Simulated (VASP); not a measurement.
## ZrC: single point with PBEsol

Crystal: ZrC.

```xyz
4
Lattice="0.0000 4.7300 4.7300 2.3650 0.0000 2.3650 2.3650 2.3650 0.0000" Properties=species:S:1:pos:R:3 pbc="T T T"
Zr    2.3497    2.4173    2.3175
Zr    2.3725    4.6870    4.7863
C     0.0257   -0.0377   -0.0413
C     0.0339    2.3319    2.3395
```

| Quantity | Value |
| --- | --- |
| Program | VASP 6.6.1 |
| Task | single point |
| Functional | PBEsol |
| Potentials or basis | VASP PAW PBE potentials, release 64 (Zr_sv, C) |
| Cutoff | 520 eV |
| k mesh | 4 × 7 × 7 |
| Occupations | fermi-dirac, width 0.08 eV |
| Spin | no spin polarisation |

```
Pressure               : -7.2 GPa
Largest force          : 0.901 eV/Å
Band gap on the k mesh : zero (band 16 reaches 10.00 eV, above the bottom of band 17 at 9.06 eV)
```

Forces in eV/Å, atoms in the order of the input:
```
Zr   0.365 -0.787  0.243
Zr   0.007  0.302 -0.736
C   -0.139  0.207  0.428
C   -0.233  0.278  0.065
```

Stress tensor (GPa, compression positive):
```
-7.57  0.21  0.27
 0.21 -7.06 -0.09
 0.27 -0.09 -7.11
```

Levels at points of the mesh, in eV from the Fermi level:
```
           k point  band 14  band 15  band 16  band 17  band 18  band 19
(0.00, 0.00, 0.00)     0.61     0.75     0.77     1.23     1.25     1.47
(0.50, 0.00, 0.00)    -1.74    -1.65    -1.60     2.29     2.38     2.63
```

It took 2.3 min on 1 thread of Intel Xeon 6975P-C, on a shared host, peak memory 0.26 GiB.

Caveat: the PAW data sets were made with another functional, which shifts forces and pressure a little.
